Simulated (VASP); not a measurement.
# Pt (Im-3m) in VASP: notebook

The runs below take Pt through single point, with LDA.

Program: VASP 6.6.1. These are calculated values, not measurements. Logs are shortened: lines on timing, memory, paths and dates and some standing lists are left out, and cuts for length are marked.

### 1 The cell of the first run

It takes space group Im-3m (No. 229, cubic). The conventional cell has a = 3.168 Å, b = 3.168 Å, c = 3.168 Å, α = 90.00°, β = 90.00°, γ = 90.00°. Within 3.6 Å of Pt (site symmetry m-3m) lie 14 Pt at 2.74 to 3.17 Å.

This isn't the form of Pt at room conditions, which is fcc.

### 2 Single point, LDA

The input, INCAR:

```
SYSTEM = Pt
PREC     = Accurate       ! precision mode
ENCUT    = 500            ! plane-wave cutoff, eV
EDIFF    = 1E-6           ! SCF threshold, eV
ISMEAR   = 0              ! smearing method
SIGMA    = 0.3            ! smearing width, eV
LREAL    = .False.        ! projectors in reciprocal space
LASPH    = .True.         ! aspherical terms in the spheres
NELM     = 120            ! most SCF steps
ALGO     = Normal         ! electronic algorithm
ISIF     = 2              ! what is computed and relaxed
LWAVE    = .False.        ! write WAVECAR
LCHARG   = .False.        ! write CHGCAR
NBANDS   = 11             ! bands
GGA_COMPAT= .False.
```

The input, KPOINTS:

```
regular mesh
0
Gamma
  13 13 13
  0 0 0
```

The input, POSCAR:

```
Pt
1.0
    2.7439500215     -0.0000000152     -0.0000000263
   -0.9146499928      2.5870208950     -0.0000000263
   -0.9146499928     -1.2935104095      2.2404258371
Pt
1
Direct
    0.0000000000      0.0000000000      0.0000000000
```

Potentials or basis: VASP PAW LDA potentials, release 64 (Pt).

The run is started by

```bash
$ cat potpaw_LDA.64/Pt/POTCAR > POTCAR
$ mpirun -np 1 vasp_std > vasp.out
```

OUTCAR:

```text
SYSTEM = Pt
   PREC = Accurate
   ENCUT = 500
   EDIFF = 1E-6
   ISMEAR = 0
   LREAL = .False.
   LASPH = .True.
   NELM = 120
   ISIF = 2

 ion  position               nearest neighbor table
   1  0.000  0.000  0.000-

  LATTYP: Found a body centered cubic cell.
 ALAT       =     3.1684405671

  Lattice vectors:

 A1 = (   2.7439500215,  -0.0000000152,  -0.0000000263)
 A2 = (  -0.9146499928,   2.5870208950,  -0.0000000263)
 A3 = (  -0.9146499928,  -1.2935104095,   2.2404258371)

Analysis of symmetry for initial positions (statically):
=====================================================================
 Subroutine PRICEL returns:
 Original cell was already a primitive cell.

 Routine SETGRP: Setting up the symmetry group for a
 body centered cubic supercell.

 Subroutine GETGRP returns: Found 48 space group operations
 (whereof 48 operations were pure point group operations)
 out of a pool of 48 trial point group operations.

The static configuration has the point symmetry O_h .

Analysis of symmetry for dynamics (positions and initial velocities):
=====================================================================
 Subroutine PRICEL returns:
 Original cell was already a primitive cell.

 Routine SETGRP: Setting up the symmetry group for a
 body centered cubic supercell.

 Subroutine GETGRP returns: Found 48 space group operations
 (whereof 48 operations were pure point group operations)
 out of a pool of 48 trial point group operations.

The dynamic configuration has the point symmetry O_h .

 Subroutine INISYM returns: Found 48 space group operations
 (whereof 48 operations are pure point group operations),
 and found     1 'primitive' translations

----------------------------------------------------------------------------------------

                                     Primitive cell

  volume of cell :      15.9040

  direct lattice vectors                    reciprocal lattice vectors
     2.743950021 -0.000000015 -0.000000026     0.364438128  0.128848336  0.223171857
    -0.914649993  2.587020895 -0.000000026     0.000000004  0.386545007  0.223171857
    -0.914649993 -1.293510410  2.240425837     0.000000004  0.000000006  0.446343724

  length of vectors
     2.743950021  2.743950022  2.743950021     0.446343724  0.446343724  0.446343724

  position of ions in fractional coordinates (direct lattice)
     0.000000000  0.000000000  0.000000000

  ion indices of the primitive-cell ions
   primitive index   ion index
                 1           1

----------------------------------------------------------------------------------------

 KPOINTS: regular mesh

Automatic generation of k-mesh.
 Grid dimensions read from file:
 generate k-points for:   13   13   13

 Generating k-lattice:

  Cartesian coordinates                     Fractional coordinates (reciprocal lattice)
     0.028033702  0.009911410  0.017167066     0.076923077  0.000000000  0.000000000
     0.000000000  0.029734231  0.017167066    -0.000000000  0.076923077 -0.000000000
     0.000000000  0.000000000  0.034334133     0.000000000  0.000000000  0.076923077

  Length of vectors
     0.034334133  0.034334133  0.034334133

  Shift w.r.t. Gamma in fractional coordinates (k-lattice)
     0.000000000  0.000000000  0.000000000

 Subroutine IBZKPT returns following result:
 ===========================================

 Found     84 irreducible k-points:

 Following reciprocal coordinates:
            Coordinates               Weight
  0.000000  0.000000  0.000000      1.000000
  0.076923  0.000000  0.000000     12.000000
  0.153846  0.000000  0.000000     12.000000
  0.230769 -0.000000  0.000000     12.000000
  0.307692  0.000000  0.000000     12.000000
  0.384615  0.000000  0.000000     12.000000
[... 16 lines left out ...]
  0.153846  0.076923  0.076923     24.000000
  0.230769  0.076923  0.076923     24.000000
 [... further k-points ...]
   k-points           NKPTS =     84   k-points in BZ     NKDIM =     84   number of bands    NBANDS=     11
   number of dos      NEDOS =    301   number of ions     NIONS =      1
   total plane-waves  NPLWV =   8000
   dimension x,y,z NGX =    20 NGY =   20 NGZ =   20
   dimension x,y,z NGXF=    40 NGYF=   40 NGZF=   40
   ions per type =               1
   NGX,Y,Z   is equivalent  to a cutoff of  12.12, 12.12, 12.12 a.u.
   NGXF,Y,Z  is equivalent  to a cutoff of  24.23, 24.23, 24.23 a.u.
 SYSTEM =  Pt
   PREC   = accura    normal or accurate (medium, high low for compatibility)
   ISTART =      0    job   : 0-new  1-cont  2-samecut
   ICHARG =      2    charge: 1-file 2-atom 10-const
   ISPIN  =      1    spin polarized calculation?
   LNONCOLLINEAR =      F non collinear calculations
   LSORBIT =      F    spin-orbit coupling
   LASPH  =      T    aspherical Exc in radial PAW
   ENCUT  =  500.0 eV  36.75 Ry    6.06 a.u.   5.00  5.00  5.00*2*pi/ulx,y,z
   NELM   =    120;   NELMIN=  2; NELMDL= -5     # of ELM steps
   EDIFF  = 0.1E-05   stopping-criterion for ELM
   LREAL  =      F    real-space projection
[... 7 lines left out ...]
   TEBEG  =    0.0;   TEEND  =   0.0 temperature during run
   PSTRESS=    0.0 pullay stress
   NELECT =      10.0000    total number of electrons
   NUPDOWN=      -1.0000    fix difference up-down
   EMIN   =  10.00;   EMAX   =-10.00  energy-range for DOS
   EFERMI =   0.00;   METHOD = LEGACY
   ISMEAR =     0;   SIGMA  =   0.30  broadening in eV -4-tet -1-fermi 0-gaus
   EFERMI_NEDOS =   21; number of points for ismear=-14 and -15
   IALGO  =     38    algorithm
   IMIX   =      4    mixing-type and parameters
     AMIX     =   0.40;   BMIX     =  1.00
     AMIX_MAG =   1.60;   BMIX_MAG =  1.00
  volume/ion in A,a.u.               =      15.90       107.33
  Fermi-wavevector in a.u.,A,eV,Ry     =   1.402510  2.650359 26.763122  1.967034
  Thomas-Fermi vector in A             =   2.525264
   LORBIT       =      0    0 simple, 1 ext, 2 COOP (PROOUT), +10 PAW based schemes
   GGA     = CA    functional components
   LHFCALC =     F    Hartree Fock is set to
   AEXX    =    0.0000 exact exchange contribution
   IVDW    =     0    specifies the selected vdW correction
   LEPSILON=     F    determine dielectric tensor
   LRPA    =     F    only Hartree local field effects (RPA)
 non-spin polarized calculation
 Gauss-broadening in eV      SIGMA  =   0.30
  energy-cutoff  :      500.00
  volume of cell :       15.90
 maximum number of plane-waves:       415
   NGX =  9   NGY =  9   NGZ =  9

 number of electron      10.0000000 magnetization

 Free energy of the ion-electron system (eV)
  ---------------------------------------------------
  ext. energy  EPLUGINS =         0.00000000
  ---------------------------------------------------
  free energy    TOTEN  =        -7.35967250 eV

  energy without entropy =       -7.30826865  energy(sigma->0) =       -7.33397057

 E-fermi :   9.9750     XC(G=0): -13.3763

 val. band max:        9.9443382094   @ k =  -0.3846   0.3846   0.0769
 cond. band min:       9.9820476550   @ k =  -0.3846  -0.4615   0.2308
 fundamental gap:      0.0377094456
 Fermi energy:         9.9750067599

 k-point     1 :       0.0000    0.0000    0.0000
  band No.  band energies     occupation
      1       0.4796      2.00000
      2       6.4632      2.00000
      3       6.4632      2.00000
      4       6.4632      2.00000
      5       8.9770      2.00000
      6       8.9770      2.00000
      7      27.0060      0.00000
      8      27.0060      0.00000
      9      27.0060      0.00000
     10      37.0218      0.00000
     11      37.0307      0.00000

 k-point     2 :       0.0769    0.0000    0.0000
  band No.  band energies     occupation
      1       0.7184      2.00000
      2       6.3705      2.00000
      3       6.4629      2.00000
      4       6.6541      2.00000
      5       8.8592      2.00000
      6       8.9834      2.00000
      7      27.1104      0.00000
      8      27.1839      0.00000
      9      27.3569      0.00000
     10      34.3767      0.00000
     11      34.8449      0.00000

 k-point     3 :       0.1538    0.0000    0.0000
  band No.  band energies     occupation
      1       1.3938      2.00000
      2       6.1229      2.00000
      3       6.4438      2.00000
      4       7.2100      2.00000
      5       8.6331      2.00000
      6       9.0080      1.99999
      7      27.0561      0.00000
      8      27.0936      0.00000
      9      28.3628      0.00000
     10      32.5758      0.00000
     11      32.6785      0.00000

 k-point     4 :       0.2308   -0.0000    0.0000
  band No.  band energies     occupation
      1       2.3387      2.00000
      2       5.7940      2.00000
      3       6.4655      2.00000
      4       8.0749      2.00000
      5       8.5338      2.00000
      6       9.0606      1.99998
      7      25.0905      0.00000
      8      26.2667      0.00000
      9      29.8923      0.00000
     10      32.0169      0.00000
     11      32.2128      0.00000
[... 239 lines left out ...]
 k-point    22 :       0.0769    0.0769    0.0769
  band No.  band energies     occupation
      1       1.8179      2.00000
      2       6.0673      2.00000
      3       6.0673      2.00000
      4       7.8242      2.00000
      5       8.8211      2.00000
      6       8.8211      2.00000
      7      27.0482      0.00000
      8      27.0482      0.00000
      9      28.0427      0.00000
     10      29.9388      0.00000
     11      34.3210      0.00000

 k-point    23 :       0.1538    0.0769    0.0769
  band No.  band energies     occupation
      1       2.7490      2.00000
      2       5.7266      2.00000
      3       5.9415      2.00000
      4       8.7019      2.00000
      5       8.8774      2.00000
      6       8.9863      2.00000
      7      25.1769      0.00000
      8      26.0362      0.00000
      9      27.4415      0.00000
     10      29.0951      0.00000
     11      35.1700      0.00000

 k-point    24 :       0.2308    0.0769    0.0769
  band No.  band energies     occupation
      1       3.5818      2.00000
      2       5.4179      2.00000
      3       6.1998      2.00000
      4       8.7347      2.00000
      5       9.1297      1.99993
      6      10.1563      0.39267
      7      21.8766      0.00000
      8      24.7626      0.00000
      9      26.1692      0.00000
     10      30.6639      0.00000
     11      36.0892      0.00000

 [... further k-points ...]

------------------------ aborting loop because EDIFF is reached ----------------------------------------

  FORCE on cell =-STRESS in cart. coord.  units (eV):
  Direction    XX          YY          ZZ          XY          YZ          ZX
  --------------------------------------------------------------------------------------
  -------------------------------------------------------------------------------------
  Total       -1.4813708     -1.4813708     -1.4813708     -0.0000000     -0.0000000     -0.0000000
  in kB     -149.2339571   -149.2339571   -149.2339571     -0.0000000     -0.0000000     -0.0000000
  external PRESSURE =    -149.2339571 kB  Pullay stress =       0.0000000 kB

 VOLUME and BASIS-vectors are now :
 -----------------------------------------------------------------------------
  energy-cutoff  :      500.00
  volume of cell :       15.90
      direct lattice vectors                 reciprocal lattice vectors
     2.743950021 -0.000000015 -0.000000026     0.364438128  0.128848336  0.223171857
    -0.914649993  2.587020895 -0.000000026     0.000000004  0.386545007  0.223171857
    -0.914649993 -1.293510410  2.240425837     0.000000004  0.000000006  0.446343724

 POSITION                                       TOTAL-FORCE (eV/Angst)
 -----------------------------------------------------------------------------------
      0.00000      0.00000      0.00000        -0.000000      0.000000      0.000000
 -----------------------------------------------------------------------------------
    total drift:                               -0.000000      0.000000     -0.000000

  FREE ENERGIE OF THE ION-ELECTRON SYSTEM (eV)
  ---------------------------------------------------
  free  energy   TOTEN  =        -7.3596725000 eV

  energy  without entropy=       -7.3082686484  energy(sigma->0) =       -7.33397057
```

Run time: 12 s. Hardware: 1 thread of AMD EPYC 7R43 (Zen 3), shared host; peak memory 0.09 GiB.

Results:

```yaml
Free_energy: -7.3597 eV
Pressure: -14.9 GPa
Band_gap_on_the_k_mesh: zero (bands 5 and 6 overlap by 2.02 eV)
```

Caveat: the cell stands under tension; so wide a smearing shifts energies and pressures; spin-orbit coupling is left out, which moves the levels of the heavy elements.

(Part 1 of 2 ends here.)
